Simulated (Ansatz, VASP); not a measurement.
## BaTiO3: VASP beside Ansatz

```
Ba Ti O
1.0
     3.98410    0.00000    0.00000
     0.00000    2.83705    2.78888
     0.00000   -2.83705    2.78888
Ba Ti O
1 1 3
Direct
  0.00000 0.00000 0.00000
  0.50000 0.50790 0.50790
  0.00000 0.49210 0.49210
  0.50000 0.50251 0.99371
  0.50000 0.99371 0.50251
```

Change from the starting cell: zz strain of -2 %, crystal datasets.

Alike in both runs: task electric field gradients; functional PBEsol; k mesh 8 × 8 × 8; occupations fermi-dirac, width 0.05 eV; no spin polarisation.

|  | VASP | Ansatz |
| --- | --- | --- |
| version | VASP 6.6.1 | Ansatz 0.2.0 |
| potentials or method | VASP PAW PBE potentials, release 64 (Ba_sv, Ti_sv, O), cutoff 520 eV | all-electron PAW with datasets made for the crystal, scalar-relativistic |

VASP gave:

```
gap on the k mesh at the Fermi level (eV)                     : 1.81
pressure (GPa)                                                : 1.0
traceless stress, the component that is largest in VASP (GPa) : 2.52
rms of the force components (eV/Å)                            : 0.067
size of Vzz on the site where it differs most (V/Å²)          : 14.0
```

Q: Which values does Ansatz return?

A: gap on the k mesh at the Fermi level (eV): 1.87; pressure (GPa): -0.9; traceless stress, the component that is largest in VASP (GPa): 2.43; rms of the force components (eV/Å): 0.071; size of Vzz on the site where it differs most (V/Å²): 13.1.

VASP's potentials were made for PBE, not for PBEsol. Atom by atom the forces differ by 0.010 eV/Å (rms over components). Ansatz ran all-electron here, and VASP with PAW potentials.

Neither program's run includes spin-orbit coupling.
